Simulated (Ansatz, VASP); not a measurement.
**One calculation of AlGa2N3, two programs**

```
Al Ga N
1.0
     2.97172    0.00000    0.00000
    -1.48586    2.57358    0.00000
     0.00000    0.00000    7.28469
Al Ga N
1 2 3
Direct
  0.00000 0.00000 0.50000
  0.33333 0.66667 0.16997
  0.66667 0.33333 0.83003
  0.33333 0.66667 0.65745
  0.66667 0.33333 0.34255
  0.00000 0.00000 0.00000
```

Alike in both runs: functional PBE; k mesh 6 × 6 × 4; occupations gaussian, width 0.1 eV; no spin polarisation.

Ansatz relaxed the structure, and its values are those at the end. VASP's run is a single point on that final structure, the one shown.

|  | VASP | Ansatz |
| --- | --- | --- |
| version | VASP 6.6.1 | Ansatz 0.2.0 |
| potentials or method | VASP PAW PBE potentials, release 64 (Al, Ga_d, N), cutoff 520 eV | scalar-relativistic, plane waves, PAW |
| valence electrons in the cell | 44 | 44 |

```csv
,VASP,Ansatz,Ansatz less VASP
gap on the k mesh at the Fermi level (eV),1.47,1.49,+0.012
least direct gap on the mesh (eV),2.42,2.43,+0.011
pressure (GPa),0.5,0.0,-0.48
rms of the force components (eV/Å),0.015,0.001,-0.0147
```

With one functional, cell and mesh, what is left measures potentials, basis and numerics.
